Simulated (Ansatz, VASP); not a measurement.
# One calculation of TaN, two programs

Contents of INCAR:

```
ALGO = Normal ; EDIFF = 1E-8
ENCUT = 520 ; GGA = PE
ISIF = 2 ; ISMEAR = -1
LASPH = T ; LCHARG = F
LEFG = T ; LREAL = F
LWAVE = F ; NBANDS = 33
NELM = 60 ; PREC = Accurate
SIGMA = 0.03
```

KPOINTS

```
k-points
0
Gamma
  5 5 8
```

File POSCAR:

```
TaN
1.0
    5.1849992558      0.0518499926      0.0518499926
   -2.5475962172      4.4644160778      0.0189784145
    0.0290800000      0.0290800000      2.9080000000
Ta N
3 3
Direct
    0.0000000000      0.0000000000      0.0000000000
    0.3333333333      0.6666666667      0.5000000000
    0.6666666667      0.3333333333      0.5000000000
    0.5000000000      0.0000000000      0.0000000000
    0.5000000000      0.5000000000      0.0000000000
    0.0000000000      0.5000000000      0.0000000000
```

Input for Ansatz:

```yaml
crystal:
  lattice:
    - [5.1849992558, 0.0518499926, 0.0518499926]
    - [-2.5475962172, 4.4644160778, 0.0189784145]
    - [0.02908, 0.02908, 2.908]
  atoms:
    - { symbol: Ta, position: [0.0, 0.0, 0.0] }
    - { symbol: Ta, position: [0.3333333333, 0.6666666667, 0.5] }
    - { symbol: Ta, position: [0.6666666667, 0.3333333333, 0.5] }
    - { symbol: "N", position: [0.5, 0.0, 0.0] }
    - { symbol: "N", position: [0.5, 0.5, 0.0] }
    - { symbol: "N", position: [0.0, 0.5, 0.0] }
kpoints:
  mp_grid: { grid: [5, 5, 8] }
scf:
  occupations: { method: fermi_dirac, width: 0.03 }
hamiltonian:
  xc: pbe
  pseudopotentials: { kind: all_electron, datasets: crystal }
output:
  forces: true
  stress: true
  eigenvalues: true
  efg: { contact_densities: true }
```

Change from the starting cell: equal xy, yz and zx shear strains of +2 %, crystal datasets.

Alike in both runs: task electric field gradients; functional PBE; k mesh 5 × 5 × 8; occupations fermi-dirac, width 0.03 eV; no spin polarisation.

|  | VASP | Ansatz |
| --- | --- | --- |
| version | VASP 6.6.1 | Ansatz 0.2.0 |
| potentials or method | VASP PAW PBE potentials, release 64 (Ta_pv, N), cutoff 520 eV | all-electron PAW with datasets made for the crystal, scalar-relativistic |

Ansatz gave:

| Item | Value |
| --- | --- |
| pressure (GPa) | 10.8 |
| traceless stress, the component that is largest in VASP (GPa) | -4.09 |
| rms of the force components (eV/Å) | 0.083 |
| size of Vzz on the site where it differs most (V/Å²) | 459.6 |

Q: What did VASP give for the same quantities?

A: Pressure (GPa): 11.6; traceless stress, the component that is largest in VASP (GPa): -4.15; rms of the force components (eV/Å): 0.085; size of Vzz on the site where it differs most (V/Å²): 338.4.

Atom by atom the forces differ by 0.002 eV/Å (rms over components). Ansatz ran all-electron here, and VASP with PAW potentials.

Neither program's run includes spin-orbit coupling.
